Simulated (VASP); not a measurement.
Wanted: the native input for a VASP 6.6.1 run.

| Item | Value |
| --- | --- |
| Task | single point |
| Functional | PBEsol |
| Potentials or basis | VASP PAW PBE potentials, release 64 (Cu, Al) |
| Cutoff | 520 eV |
| k mesh | 7 × 7 × 7 |
| Occupations | fermi-dirac, width 0.05 eV |
| Spin | no spin polarisation |
| Dipole correction | no |
| Further INCAR settings | ALGO = Normal; EDIFF = 1e-06; NBANDS = 26 |

The structure of Al2Cu (Khatyrkite) lies in POSCAR:

```
Al2Cu
1.0
   -2.9970744125      2.9970744125      2.4150026095
    2.9970744125     -2.9970744125      2.4150026095
    2.9970744125      2.9970744125     -2.4150026095
Cu Al
2 4
Direct
    0.2500000000      0.2500000000      0.0000000000
    0.7500000000      0.7500000000      0.0000000000
    0.3410910958      0.1589089042      0.5000000000
    0.8410910958      0.3410910958      0.1821821917
    0.6589089042      0.8410910958      0.5000000000
    0.1589089042      0.6589089042      0.8178178083
```

These files were run (other wordings do the same):

INCAR

```
SYSTEM = Al2Cu
PREC     = Accurate       ! precision mode
ENCUT    = 520            ! plane-wave cutoff, eV
EDIFF    = 1E-6           ! SCF threshold, eV
ISMEAR   = -1             ! smearing method
SIGMA    = 0.05           ! smearing width, eV
LREAL    = .FALSE.        ! projectors in reciprocal space
LASPH    = .TRUE.         ! aspherical terms in the spheres
NELM     = 100            ! most SCF steps
ALGO     = Normal         ! electronic algorithm
ISIF     = 2              ! what is computed and relaxed
LWAVE    = .FALSE.        ! write WAVECAR
LCHARG   = .FALSE.        ! write CHGCAR
GGA      = PS             ! functional
NBANDS   = 26             ! bands
```

KPOINTS

```
regular mesh
0
G
  7 7 7
  0 0 0
```

Potentials or basis: VASP PAW PBE potentials, release 64 (Cu, Al).

Command:

```console
$ cat potpaw_PBE.64/Cu/POTCAR potpaw_PBE.64/Al/POTCAR > POTCAR
$ mpirun -np 1 vasp_std > vasp.out
```

Results of the run:

The pressure is 0.2 GPa and the band gap on the k mesh is zero (band 17 reaches 10.29 eV, above the bottom of band 18 at 6.61 eV).

Caveat: the PAW data sets were made with another functional, which shifts forces and pressure a little.

It took 85 s on 1 thread of AMD EPYC 7R13 Processor (Zen 3), on a shared host, peak memory 0.21 GiB.
